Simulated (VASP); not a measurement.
# Sb (P6_3/mmc) in VASP: notebook, part 3 of 3

VASP 6.6.1.

## Step 6: Single point, PBEsol (volume scaled by 1.12)

Input file INCAR:

```
ALGO = Normal
EDIFF = 1E-6
ENCUT = 520
GGA = PS
ISIF = 2
ISMEAR = -1
LASPH = True
LCHARG = False
LREAL = False
LWAVE = False
NBANDS = 18
NELM = 80
PREC = Accurate
SIGMA = 0.1
```

Input file KPOINTS:

```
k-points
0
Gamma
  12 12 4
```

Input file POSCAR:

```
Sb
1.0
    3.4182833869      0.0000000000      0.0000000000
   -1.7091416934      2.9603202504      0.0000000000
    0.0000000000      0.0000000000     11.5682793073
Sb
4
Direct
    0.0000000000      1.0000000000      0.0000000000
    0.0000000000      1.0000000000      0.5000000000
    0.3333333333      0.6666666667      0.2500000000
    0.6666666667      0.3333333333      0.7500000000
```

Potentials or basis: VASP PAW PBE potentials, release 64 (Sb).

Command:

```
> cat potpaw_PBE.64/Sb/POTCAR > POTCAR
> mpirun -np 1 vasp_std > vasp.out
```

OUTCAR:

```text
EDIFF = 1E-6
   ENCUT = 520
   GGA = PS
   ISIF = 2
   ISMEAR = -1
   LASPH = True
   LREAL = False
   NELM = 80
   PREC = Accurate

 ion  position               nearest neighbor table
   1  0.000  0.000  0.000-   3 3.50   4 3.50   3 3.50   4 3.50   4 3.50   3 3.50
   2  0.000  0.000  0.500-   3 3.50   4 3.50   3 3.50   4 3.50   4 3.50   3 3.50
   3  0.333  0.667  0.250-   1 3.50   2 3.50   1 3.50   2 3.50   1 3.50   2 3.50
   4  0.667  0.333  0.750-   1 3.50   2 3.50   1 3.50   2 3.50   1 3.50   2 3.50

  LATTYP: Found a hexagonal cell.
 ALAT       =     3.4182833869
 C/A-ratio  =     3.3842364713

  Lattice vectors:

 A1 = (   3.4182833869,   0.0000000000,   0.0000000000)
 A2 = (  -1.7091416934,   2.9603202504,   0.0000000000)
 A3 = (   0.0000000000,   0.0000000000,  11.5682793073)

Analysis of symmetry for initial positions (statically):
=====================================================================
 Subroutine PRICEL returns:
 Original cell was already a primitive cell.

 Routine SETGRP: Setting up the symmetry group for a
 hexagonal supercell.

 Subroutine GETGRP returns: Found 24 space group operations
 (whereof 12 operations were pure point group operations)
 out of a pool of 24 trial point group operations.

The static configuration has the point symmetry D_3d.
 The point group associated with its full space group is D_6h.

Analysis of symmetry for dynamics (positions and initial velocities):
=====================================================================
 Subroutine PRICEL returns:
 Original cell was already a primitive cell.

 Routine SETGRP: Setting up the symmetry group for a
 hexagonal supercell.

 Subroutine GETGRP returns: Found 24 space group operations
 (whereof 12 operations were pure point group operations)
 out of a pool of 24 trial point group operations.

The dynamic configuration has the point symmetry D_3d.
 The point group associated with its full space group is D_6h.

 Subroutine INISYM returns: Found 24 space group operations
 (whereof 12 operations are pure point group operations),
 and found     1 'primitive' translations

----------------------------------------------------------------------------------------

                                     Primitive cell

  volume of cell :     117.0619

  direct lattice vectors                    reciprocal lattice vectors
     3.418283387  0.000000000  0.000000000     0.292544499  0.168900645  0.000000000
    -1.709141693  2.960320250  0.000000000     0.000000000  0.337801290  0.000000000
     0.000000000  0.000000000 11.568279307     0.000000000  0.000000000  0.086443279

  length of vectors
     3.418283387  3.418283387 11.568279307     0.337801290  0.337801290  0.086443279

  position of ions in fractional coordinates (direct lattice)
     0.000000000  0.000000000  0.000000000
     0.000000000  0.000000000  0.500000000
     0.333333333  0.666666667  0.250000000
     0.666666667  0.333333333  0.750000000

  ion indices of the primitive-cell ions
   primitive index   ion index
                 1           1
                 2           2
[... 23 lines left out ...]

 Subroutine IBZKPT returns following result:
 ===========================================

 Found     57 irreducible k-points:

 Following reciprocal coordinates:
            Coordinates               Weight
  0.000000  0.000000  0.000000      1.000000
  0.083333  0.000000  0.000000      6.000000
  0.166667  0.000000  0.000000      6.000000
  0.250000  0.000000  0.000000      6.000000
  0.333333  0.000000  0.000000      6.000000
  0.416667  0.000000  0.000000      6.000000
[... 16 lines left out ...]
  0.250000  0.000000  0.250000     12.000000
  0.333333  0.000000  0.250000     12.000000
 [... further k-points ...]
   k-points           NKPTS =     57   k-points in BZ     NKDIM =     57   number of bands    NBANDS=     18
   number of dos      NEDOS =    301   number of ions     NIONS =      4
   total plane-waves  NPLWV =  70560
   dimension x,y,z NGX =    28 NGY =   28 NGZ =   90
   dimension x,y,z NGXF=    56 NGYF=   56 NGZF=  180
   ions per type =               4
   NGX,Y,Z   is equivalent  to a cutoff of  13.62, 13.62, 12.93 a.u.
   NGXF,Y,Z  is equivalent  to a cutoff of  27.24, 27.24, 25.87 a.u.
 SYSTEM =  unknown system
   PREC   = accura    normal or accurate (medium, high low for compatibility)
   ISTART =      0    job   : 0-new  1-cont  2-samecut
   ICHARG =      2    charge: 1-file 2-atom 10-const
   ISPIN  =      1    spin polarized calculation?
   LNONCOLLINEAR =      F non collinear calculations
   LSORBIT =      F    spin-orbit coupling
   LASPH  =      T    aspherical Exc in radial PAW
   ENCUT  =  520.0 eV  38.22 Ry    6.18 a.u.   6.36  6.36 21.51*2*pi/ulx,y,z
   NELM   =     80;   NELMIN=  2; NELMDL= -5     # of ELM steps
   EDIFF  = 0.1E-05   stopping-criterion for ELM
   LREAL  =      F    real-space projection
   EDIFFG = 0.1E-04   stopping-criterion for IOM
   NSW    =      0    number of steps for IOM
   IBRION =     -1    ionic relax: 0-MD 1-quasi-New 2-CG
   NFREE  =      0    steps in history (QN), initial steepest desc. (CG)
   ISIF   =      2    stress and relaxation
   ISYM   =      2    0-nonsym 1-usesym 2-fastsym
   POTIM  = 0.5000    time-step for ionic-motion
   TEBEG  =    0.0;   TEEND  =   0.0 temperature during run
   PSTRESS=    0.0 pullay stress
   NELECT =      20.0000    total number of electrons
   NUPDOWN=      -1.0000    fix difference up-down
   EMIN   =  10.00;   EMAX   =-10.00  energy-range for DOS
   EFERMI =   0.00;   METHOD = LEGACY
   ISMEAR =    -1;   SIGMA  =   0.10  broadening in eV -4-tet -1-fermi 0-gaus
   EFERMI_NEDOS =   21; number of points for ismear=-14 and -15
   IALGO  =     38    algorithm
   IMIX   =      4    mixing-type and parameters
     AMIX     =   0.40;   BMIX     =  1.00
     AMIX_MAG =   1.60;   BMIX_MAG =  1.00
  volume/ion in A,a.u.               =      29.27       197.49
  Fermi-wavevector in a.u.,A,eV,Ry     =   0.908405  1.716637 11.227530  0.825200
  Thomas-Fermi vector in A             =   2.032328
   LORBIT       =      0    0 simple, 1 ext, 2 COOP (PROOUT), +10 PAW based schemes
   GGA     = PS    functional components
   LHFCALC =     F    Hartree Fock is set to
   AEXX    =    0.0000 exact exchange contribution
   IVDW    =     0    specifies the selected vdW correction
   LEPSILON=     F    determine dielectric tensor
   LRPA    =     F    only Hartree local field effects (RPA)
 non-spin polarized calculation
  energy-cutoff  :      520.00
  volume of cell :      117.06
 maximum number of plane-waves:      3183
 NGX is ok and might be reduce to    28
   NGX = 13   NGY = 13   NGZ = 43

 number of electron      19.9999998 magnetization

 Free energy of the ion-electron system (eV)
  ---------------------------------------------------
  ext. energy  EPLUGINS =         0.00000000
  ---------------------------------------------------
  free energy    TOTEN  =       -17.10727226 eV

  energy without entropy =      -17.02705385  energy(sigma->0) =      -17.06716305

 E-fermi :   7.3357     XC(G=0):  -9.9761

 val. band max:        7.3324873856   @ k =   0.2500   0.1667   0.2500
 cond. band min:       7.3401321823   @ k =   0.4167   0.0833   0.2500
 fundamental gap:      0.0076447967
 Fermi energy:         7.3357136188

 k-point     1 :       0.0000    0.0000    0.0000
  band No.  band energies     occupation
      1      -4.9873      2.00000
      2      -3.9491      2.00000
      3      -3.9371      2.00000
      4      -1.9760      2.00000
      5       1.9809      2.00000
      6       6.1481      1.99999
[... 481 lines left out ...]
      5       3.7112      2.00000
      6       4.1770      2.00000
[... 10 lines left out ...]
     17      12.5291      0.00000
     18      12.8093      0.00000

 [... further k-points ...]

------------------------ aborting loop because EDIFF is reached ----------------------------------------

  FORCE on cell =-STRESS in cart. coord.  units (eV):
  Direction    XX          YY          ZZ          XY          YZ          ZX
  --------------------------------------------------------------------------------------
  -------------------------------------------------------------------------------------
  Total       -4.2809346     -4.2809346     -4.3897820     -0.0000000      0.0000000      0.0000000
  in kB      -58.5913697    -58.5913697    -60.0811187     -0.0000000      0.0000000      0.0000000
  external PRESSURE =     -59.0879527 kB  Pullay stress =       0.0000000 kB

 VOLUME and BASIS-vectors are now :
 -----------------------------------------------------------------------------
  energy-cutoff  :      520.00
  volume of cell :      117.06
      direct lattice vectors                 reciprocal lattice vectors
     3.418283387  0.000000000  0.000000000     0.292544499  0.168900645  0.000000000
    -1.709141693  2.960320250  0.000000000     0.000000000  0.337801290  0.000000000
     0.000000000  0.000000000 11.568279307     0.000000000  0.000000000  0.086443279

 POSITION                                       TOTAL-FORCE (eV/Angst)
 -----------------------------------------------------------------------------------
      0.00000      0.00000      0.00000         0.000000      0.000000      0.000000
      0.00000      0.00000      5.78414         0.000000      0.000000      0.000000
     -0.00000      1.97355      2.89207        -0.000000      0.000000     -0.000000
      1.70914      0.98677      8.67621         0.000000      0.000000      0.000000
 -----------------------------------------------------------------------------------
    total drift:                                0.000000     -0.000000      0.000000

  FREE ENERGIE OF THE ION-ELECTRON SYSTEM (eV)
  ---------------------------------------------------
  free  energy   TOTEN  =       -17.1072722564 eV

  energy  without entropy=      -17.0270538464  energy(sigma->0) =      -17.06716305
```

Wall time 82 s (1 thread of Intel Xeon Platinum 8259CL at 2.50GHz (Skylake/Cascade Lake), shared host); peak memory 0.29 GiB.

Results:

* Free energy: -17.1073 eV
* Pressure: -5.9 GPa
* Band gap on the k mesh: zero (band 10 reaches 11.49 eV, above the bottom of band 11 at 4.98 eV)

Levels at points of the mesh, in eV from the Fermi level:
| k point | band 6 | band 7 | band 8 | band 9 | band 10 | band 11 | band 12 | band 13 | band 14 | band 15 |
| --- | --- | --- | --- | --- | --- | --- | --- | --- | --- | --- |
| (0.00, 0.00, 0.00) | -1.19 | -1.18 | 3.57 | 3.57 | 4.15 | 4.15 | 4.19 | 4.19 | 4.29 | 4.90 |
| (0.50, 0.00, 0.00) | -4.91 | -3.80 | -3.39 | -1.57 | -0.85 | 0.61 | 1.39 | 1.62 | 1.64 | 2.23 |
| (0.00, 0.00, 0.50) | -3.99 | 2.10 | 2.10 | 3.74 | 3.74 | 3.74 | 3.74 | 4.67 | 4.67 | 4.67 |
| (0.50, 0.00, 0.50) | -4.74 | -4.12 | -4.12 | -0.47 | -0.47 | 0.87 | 0.87 | 0.95 | 0.95 | 2.64 |

Caveat: the PAW data sets were made with another functional, which shifts forces and pressure a little; spin-orbit coupling is left out, which moves the levels of the heavy elements.

## Step 7: Summary

```tsv
cell	gap on the mesh (eV)	pressure (GPa)
a = 3.247, b = 3.247, c = 10.989 Å, angles 90.0, 90.0, 120.0°, 4 atoms	none	3.3
a = 3.292, b = 3.292, c = 11.139 Å, angles 90.0, 90.0, 120.0°, 4 atoms	none	0.2
a = 3.335, b = 3.335, c = 11.286 Å, angles 90.0, 90.0, 120.0°, 4 atoms	none	-2.3
a = 3.377, b = 3.377, c = 11.429 Å, angles 90.0, 90.0, 120.0°, 4 atoms	none	-4.3
a = 3.418, b = 3.418, c = 11.568 Å, angles 90.0, 90.0, 120.0°, 4 atoms	none	-5.9
```

Alike in all rows: task single point; level PBEsol; potentials or basis VASP PAW PBE potentials, release 64 (Sb); no spin polarisation; k mesh 12 × 12 × 4; cutoff (eV) 520; smearing fermi-dirac 0.1 eV.

Caveats: the PAW data sets were made with another functional, which shifts forces and pressure a little; spin-orbit coupling is left out, which moves the levels of the heavy elements.

Total energies depend on the potentials used, so only differences within one code and one set of settings carry meaning.
